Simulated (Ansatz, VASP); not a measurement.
# SiCl5: VASP beside Ansatz

The input INCAR:

```
SYSTEM = SiCl5
PREC = Accurate
ENCUT = 600
EDIFF = 1E-7
ISMEAR = 0
SIGMA = 0.1
LREAL = .False.
LASPH = .True.
NELM = 60
ALGO = Normal
ISIF = 3
LWAVE = .False.
LCHARG = .False.
GGA = PE
IBRION = 2
NSW = 90
EDIFFG = -0.04
```

File KPOINTS:

```
regular mesh
0
Gamma
  6 6 4
  0 0 0
```

POSCAR

```
SiCl5
1.0
    5.3483867400      0.0000000000      0.0000000000
   -2.6741933700      4.6318387900      0.0000000000
    0.0000000000      0.0000000000      7.0181801300
Si Cl
1 5
Direct
    0.0000000000      0.0000000000      0.0000000000
    0.5000000000      0.0000000000      0.0000000000
    0.0000000000      0.5000000000      0.0000000000
    0.5000000000      0.5000000000      0.0000000000
    0.3333333300      0.6666666700      0.5000000000
    0.6666666700      0.3333333300      0.5000000000
```

Input for Ansatz:

```yaml
crystal:
  lattice:
    - [5.34838674, 0.0, 0.0]
    - [-2.67419337, 4.63183879, 0.0]
    - [0.0, 0.0, 7.01818013]
  atoms:
    - { symbol: Si, position: [0.0, 0.0, 0.0] }
    - { symbol: Cl, position: [0.5, 0.0, 0.0] }
    - { symbol: Cl, position: [0.0, 0.5, 0.0] }
    - { symbol: Cl, position: [0.5, 0.5, 0.0] }
    - { symbol: Cl, position: [0.33333333, 0.66666667, 0.5] }
    - { symbol: Cl, position: [0.66666667, 0.33333333, 0.5] }
basis:
  ecutwfc: 420
kpoints:
  mp_grid: { grid: [6, 6, 4] }
hamiltonian:
  xc: pbe
scf:
  occupations: { method: gaussian, width: 0.1 }
  lower_state_search: "off"
output:
  forces: true
  stress: true
  eigenvalues: true
relax:
  adjacent_minimum: "off"
  f_tol: 0.04
  max_steps: 70
  cell: { stress_tol: 0.4 }
```

Alike in both runs: task relaxation of cell and atoms; functional PBE; k mesh 6 × 6 × 4; occupations gaussian, width 0.1 eV; no spin polarisation.

```csv
,VASP,Ansatz
version,VASP 6.6.1,Ansatz 0.2.0
potentials or method,"VASP PAW PBE potentials, release 64 (Si, Cl), cutoff 600 eV","scalar-relativistic, plane waves, PAW"
valence electrons in the cell,39,39
```

Ansatz gave:

* gap on the k mesh at the Fermi level, each at its own relaxed structure (eV): none
* relaxed volume (Å³/atom): 31.98
* relaxed cell length with the largest relative difference (Å): 7.456

What did VASP give for the same quantities?

gap on the k mesh at the Fermi level, each at its own relaxed structure (eV): none; relaxed volume (Å³/atom): 31.95; relaxed cell length with the largest relative difference (Å): 7.472.

A gap of «none» marks a metal or a gap that the smearing closes.
